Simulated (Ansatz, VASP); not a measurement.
# Two plane-wave programs on H

```
H
1.0
     6.30590    0.00000    0.00000
    -3.15295    5.46107    0.00000
     0.00000    0.00000   21.24613
H
2
Direct
  0.37401 0.20175 0.68393
  0.42460 0.22478 0.65103
```

Alike in both runs: task single point; functional PBE; dispersion D3(BJ); k mesh 3 × 3 × 1; occupations gaussian, width 0.05 eV; no spin polarisation.

|  | VASP | Ansatz |
| --- | --- | --- |
| version | VASP 6.6.1 | Ansatz 0.2.0 |
| potentials or method | VASP PAW PBE potentials, release 64 (H), cutoff 520 eV | scalar-relativistic, plane waves, PAW |
| valence electrons in the cell | 2 | 2 |

Ansatz gave:

```
gap on the k mesh at the Fermi level (eV) : 10.00
rms of the force components (eV/Å)        : 0.031
```

Task: Estimate VASP's values.

Result: gap on the k mesh at the Fermi level (eV): 10.00; rms of the force components (eV/Å): 0.037.

Atom by atom the forces differ by 0.007 eV/Å (rms over components).
